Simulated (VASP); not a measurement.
# Al2Pt (Fm-3m) in VASP: notebook, part 2 of 3

VASP 6.6.1.

## Step 3: Single point, PBE+D3(BJ)

This run uses another cell than the first one, of 17.06 Å³/atom, 1.004 times its volume.

The input, INCAR:

```
PREC = Accurate ; ENCUT = 520
EDIFF = 1E-6 ; ISMEAR = -1
SIGMA = 0.05 ; LREAL = F
LASPH = T ; NELM = 60
ALGO = Normal ; ISIF = 2
LWAVE = F ; LCHARG = F
GGA = PE ; IVDW = 12
NBANDS = 15
```

The input, KPOINTS:

```
Automatic mesh
0
Gamma
  8 8 8
```

The input, POSCAR:

```
Al2Pt
1.0
    0.0000000000      2.9470157594      2.9470157594
    2.9470157594      0.0000000000      2.9470157594
    2.9470157594      2.9470157594      0.0000000000
Pt Al
1 2
Direct
    0.0000000000      0.0000000000      0.0000000000
    0.7500000000      0.7500000000      0.7500000000
    0.2500000000      0.2500000000      0.2500000000
```

Potentials or basis: VASP PAW PBE potentials, release 64 (Pt, Al).

Run with:

```console
> cat potpaw_PBE.64/Pt/POTCAR potpaw_PBE.64/Al/POTCAR > POTCAR
> mpirun -np 1 vasp_std > vasp.out
```

OUTCAR:

```text
PREC = Accurate
   ENCUT = 520
   EDIFF = 1E-6
   ISMEAR = -1
   LREAL = F
   LASPH = T
   NELM = 60
   ISIF = 2
   GGA = PE
   IVDW = 12
 IVDW          = 12

 ion  position               nearest neighbor table
   1  0.000  0.000  0.000-   2 2.55   3 2.55   2 2.55   2 2.55   2 2.55   3 2.55   3 2.55   3 2.55

   2  0.750  0.750  0.750-   1 2.55   1 2.55   1 2.55   1 2.55   3 2.95   3 2.95   3 2.95   3 2.95
                             3 2.95   3 2.95
   3  0.250  0.250  0.250-   1 2.55   1 2.55   1 2.55   1 2.55   2 2.95   2 2.95   2 2.95   2 2.95
                             2 2.95   2 2.95

  LATTYP: Found a face centered cubic cell.
 ALAT       =     5.8940315188

  Lattice vectors:

 A1 = (   0.0000000000,   2.9470157594,   2.9470157594)
 A2 = (   2.9470157594,   0.0000000000,   2.9470157594)
 A3 = (   2.9470157594,   2.9470157594,   0.0000000000)

Analysis of symmetry for initial positions (statically):
=====================================================================
 Subroutine PRICEL returns:
 Original cell was already a primitive cell.

 Routine SETGRP: Setting up the symmetry group for a
 face centered cubic supercell.

 Subroutine GETGRP returns: Found 48 space group operations
 (whereof 48 operations were pure point group operations)
 out of a pool of 48 trial point group operations.

The static configuration has the point symmetry O_h .

Analysis of symmetry for dynamics (positions and initial velocities):
=====================================================================
 Subroutine PRICEL returns:
 Original cell was already a primitive cell.

 Routine SETGRP: Setting up the symmetry group for a
 face centered cubic supercell.

 Subroutine GETGRP returns: Found 48 space group operations
 (whereof 48 operations were pure point group operations)
 out of a pool of 48 trial point group operations.

The dynamic configuration has the point symmetry O_h .

 Subroutine INISYM returns: Found 48 space group operations
 (whereof 48 operations are pure point group operations),
 and found     1 'primitive' translations

----------------------------------------------------------------------------------------

                                     Primitive cell

  volume of cell :      51.1891

  direct lattice vectors                    reciprocal lattice vectors
     0.000000000  2.947015759  2.947015759    -0.169663158  0.169663158  0.169663158
     2.947015759  0.000000000  2.947015759     0.169663158 -0.169663158  0.169663158
     2.947015759  2.947015759  0.000000000     0.169663158  0.169663158 -0.169663158

  length of vectors
     4.167709655  4.167709655  4.167709655     0.293865210  0.293865210  0.293865210

  position of ions in fractional coordinates (direct lattice)
     0.000000000  0.000000000  0.000000000
     0.750000000  0.750000000  0.750000000
     0.250000000  0.250000000  0.250000000

  ion indices of the primitive-cell ions
   primitive index   ion index
                 1           1
                 2           2
                 3           3

----------------------------------------------------------------------------------------

 KPOINTS: Automatic mesh

Automatic generation of k-mesh.
 Grid dimensions read from file:
 generate k-points for:    8    8    8

 Generating k-lattice:

[... 46 lines left out ...]
   dimension x,y,z NGX =    32 NGY =   32 NGZ =   32
   dimension x,y,z NGXF=    64 NGYF=   64 NGZF=   64
   ions per type =               1   2
   NGX,Y,Z   is equivalent  to a cutoff of  12.76, 12.76, 12.76 a.u.
   NGXF,Y,Z  is equivalent  to a cutoff of  25.53, 25.53, 25.53 a.u.
 SYSTEM =  unknown system
   PREC   = accura    normal or accurate (medium, high low for compatibility)
   ISTART =      0    job   : 0-new  1-cont  2-samecut
   ICHARG =      2    charge: 1-file 2-atom 10-const
   ISPIN  =      1    spin polarized calculation?
   LNONCOLLINEAR =      F non collinear calculations
   LSORBIT =      F    spin-orbit coupling
   LASPH  =      T    aspherical Exc in radial PAW
   ENCUT  =  520.0 eV  38.22 Ry    6.18 a.u.   7.75  7.75  7.75*2*pi/ulx,y,z
   NELM   =     60;   NELMIN=  2; NELMDL= -5     # of ELM steps
   EDIFF  = 0.1E-05   stopping-criterion for ELM
   LREAL  =      F    real-space projection
   EDIFFG = 0.1E-04   stopping-criterion for IOM
   NSW    =      0    number of steps for IOM
   IBRION =     -1    ionic relax: 0-MD 1-quasi-New 2-CG
   NFREE  =      0    steps in history (QN), initial steepest desc. (CG)
   ISIF   =      2    stress and relaxation
   ISYM   =      2    0-nonsym 1-usesym 2-fastsym
   POTIM  = 0.5000    time-step for ionic-motion
   TEBEG  =    0.0;   TEEND  =   0.0 temperature during run
   PSTRESS=    0.0 pullay stress
   NELECT =      16.0000    total number of electrons
   NUPDOWN=      -1.0000    fix difference up-down
   EMIN   =  10.00;   EMAX   =-10.00  energy-range for DOS
   EFERMI =   0.00;   METHOD = LEGACY
   ISMEAR =    -1;   SIGMA  =   0.05  broadening in eV -4-tet -1-fermi 0-gaus
   EFERMI_NEDOS =   21; number of points for ismear=-14 and -15
   IALGO  =     38    algorithm
   IMIX   =      4    mixing-type and parameters
     AMIX     =   0.40;   BMIX     =  1.00
     AMIX_MAG =   1.60;   BMIX_MAG =  1.00
  volume/ion in A,a.u.               =      17.06       115.15
  Fermi-wavevector in a.u.,A,eV,Ry     =   1.111021  2.099526 16.794599  1.234368
  Thomas-Fermi vector in A             =   2.247580
   LORBIT       =      0    0 simple, 1 ext, 2 COOP (PROOUT), +10 PAW based schemes
   GGA     = PE    functional components
   LHFCALC =     F    Hartree Fock is set to
   AEXX    =    0.0000 exact exchange contribution
   IVDW    =    12    specifies the selected vdW correction
   LEPSILON=     F    determine dielectric tensor
   LRPA    =     F    only Hartree local field effects (RPA)
 non-spin polarized calculation
  energy-cutoff  :      520.00
  volume of cell :       51.19
 maximum number of plane-waves:      1411
   NGX = 15   NGY = 15   NGZ = 15

 number of electron      16.0000000 magnetization

 Free energy of the ion-electron system (eV)
  ---------------------------------------------------
  ext. energy  EPLUGINS =         0.00000000
  ---------------------------------------------------
  free energy    TOTEN  =       -16.23087334 eV

  energy without entropy =      -16.21842873  energy(sigma->0) =      -16.22465104

 E-fermi :   7.9673     XC(G=0): -10.7373

 val. band max:        7.8979836133   @ k =   0.3750   0.2500   0.0000
 cond. band min:       7.9954842272   @ k =  -0.3750   0.1250   0.0000
 fundamental gap:      0.0975006139
 Fermi energy:         7.9673307749

 k-point     1 :       0.0000    0.0000    0.0000
  band No.  band energies     occupation
      1      -2.2908      2.00000
      2       2.9012      2.00000
      3       2.9012      2.00000
      4       2.9012      2.00000
      5       4.2672      2.00000
      6       4.2672      2.00000
      7      11.0122      0.00000
      8      11.8248      0.00000
      9      11.8248      0.00000
     10      11.8248      0.00000
     11      13.4524      0.00000
     12      13.4524      0.00000
     13      13.4524      0.00000
     14      14.3614      0.00000
[... 401 lines left out ...]
      2       1.8895      2.00000
      3       3.0611      2.00000
      4       3.5582      2.00000
      5       3.8203      2.00000
      6       4.4734      2.00000
      7       4.7386      2.00000
      8       7.0187      2.00000
      9       8.1189      0.09213
     10      11.8798      0.00000
     11      13.2376      0.00000
     12      14.8814      0.00000
     13      15.2910      0.00000
     14      16.4286      0.00000
     15      16.9942      0.00000

 [... further k-points ...]

------------------------ aborting loop because EDIFF is reached ----------------------------------------

 Edisp (eV)   -1.29449

 E8    (eV) :    -0.5888

  FORCE on cell =-STRESS in cart. coord.  units (eV):
  Direction    XX          YY          ZZ          XY          YZ          ZX
  --------------------------------------------------------------------------------------
  -------------------------------------------------------------------------------------
  Total      -0.25231    -0.25231    -0.25231     0.00000     0.00000    -0.00000
  in kB      -7.89703    -7.89703    -7.89703     0.00000     0.00000    -0.00000
  external pressure =       -7.90 kB  Pullay stress =        0.00 kB

 VOLUME and BASIS-vectors are now :
 -----------------------------------------------------------------------------
  energy-cutoff  :      520.00
  volume of cell :       51.19
      direct lattice vectors                 reciprocal lattice vectors
     0.000000000  2.947015759  2.947015759    -0.169663158  0.169663158  0.169663158
     2.947015759  0.000000000  2.947015759     0.169663158 -0.169663158  0.169663158
     2.947015759  2.947015759  0.000000000     0.169663158  0.169663158 -0.169663158

 POSITION                                       TOTAL-FORCE (eV/Angst)
 -----------------------------------------------------------------------------------
      0.00000      0.00000      0.00000        -0.000000      0.000000     -0.000000
      4.42052      4.42052      4.42052        -0.000000     -0.000000     -0.000000
      1.47351      1.47351      1.47351         0.000000      0.000000      0.000000
 -----------------------------------------------------------------------------------
    total drift:                                0.000000     -0.000000      0.000000

  FREE ENERGIE OF THE ION-ELECTRON SYSTEM (eV)
  ---------------------------------------------------
  free  energy   TOTEN  =       -17.5253652497 eV

  energy  without entropy=      -17.5129206427  energy(sigma->0) =      -17.51914295
```

OSZICAR:

```text
N       E                     dE             d eps       ncg     rms          rms(c)
DAV:   1     0.478607723307E+02    0.47861E+02   -0.65988E+03   886   0.906E+02
DAV:   2    -0.152712285464E+02   -0.63132E+02   -0.55111E+02  1052   0.164E+02
DAV:   3    -0.167918474856E+02   -0.15206E+01   -0.15115E+01  1115   0.244E+01
DAV:   4    -0.168041281313E+02   -0.12281E-01   -0.12280E-01  1052   0.261E+00
DAV:   5    -0.168043502382E+02   -0.22211E-03   -0.22211E-03  1157   0.361E-01    0.870E+00
DAV:   6    -0.163405736229E+02    0.46378E+00   -0.19119E+00   975   0.125E+01    0.226E+00
DAV:   7    -0.162605368545E+02    0.80037E-01   -0.14587E-01   996   0.360E+00    0.169E+00
DAV:   8    -0.162306774137E+02    0.29859E-01   -0.28600E-02  1038   0.142E+00    0.249E-01
DAV:   9    -0.162307217085E+02   -0.44295E-04   -0.13837E-03  1073   0.314E-01    0.160E-01
DAV:  10    -0.162308736811E+02   -0.15197E-03   -0.25914E-04   961   0.112E-01    0.165E-02
DAV:  11    -0.162308716361E+02    0.20450E-05   -0.12153E-05  1136   0.330E-02    0.773E-03
DAV:  12    -0.162308733982E+02   -0.17621E-05   -0.44521E-06   933   0.130E-02    0.174E-03
DAV:  13    -0.162308733388E+02    0.59410E-07   -0.20568E-07   610   0.425E-03
   1 F= -.17525365E+02 E0= -.17519143E+02  d E =-.124446E-01
```

stdout:

```text
POSCAR found type information on POSCAR PtAl
 POSCAR found :  2 types and       3 ions
 scaLAPACK will be used
 LDA part: xc-table for (Slater+PW92), standard interpolation
 POSCAR, INCAR and KPOINTS ok, starting setup
 FFT: planning ... GRIDC
 FFT: planning ... GRID_SOFT
 FFT: planning ... GRID
 WAVECAR not read
 entering main loop
```

Run time: 7.6 s. Hardware: 1 thread of Intel Xeon 6975P-C (Granite Rapids), shared host; peak memory 0.19 GiB.

What came out:

```yaml
Free_energy: -17.5254 eV
Pressure: -0.8 GPa
Band_gap_on_the_k_mesh: zero (band 8 reaches 11.82 eV, above the bottom of band 9 at 6.37 eV)
Dispersion_energy_per_atom: -0.431 eV
```

Levels at points of the mesh, in eV from the Fermi level:
| k point | band 4 | band 5 | band 6 | band 7 | band 8 | band 9 | band 10 | band 11 | band 12 | band 13 |
| --- | --- | --- | --- | --- | --- | --- | --- | --- | --- | --- |
| (0.00, 0.00, 0.00) | -5.07 | -3.70 | -3.70 | 3.04 | 3.86 | 3.86 | 3.86 | 5.49 | 5.49 | 5.49 |
| (0.50, 0.00, 0.00) | -4.74 | -3.70 | -3.47 | -3.47 | 1.04 | 1.04 | 3.82 | 5.22 | 5.22 | 5.48 |
| (0.50, 0.50, 0.00) | -3.78 | -3.78 | -3.41 | -3.19 | -1.59 | -1.59 | 3.23 | 3.42 | 8.10 | 10.87 |

Caveat: three body term missing; spin-orbit coupling is left out, which moves the levels of the heavy elements; pairwise dispersion overbinds metals, which lowers pressure and volume.

[end of part 2 of 3]
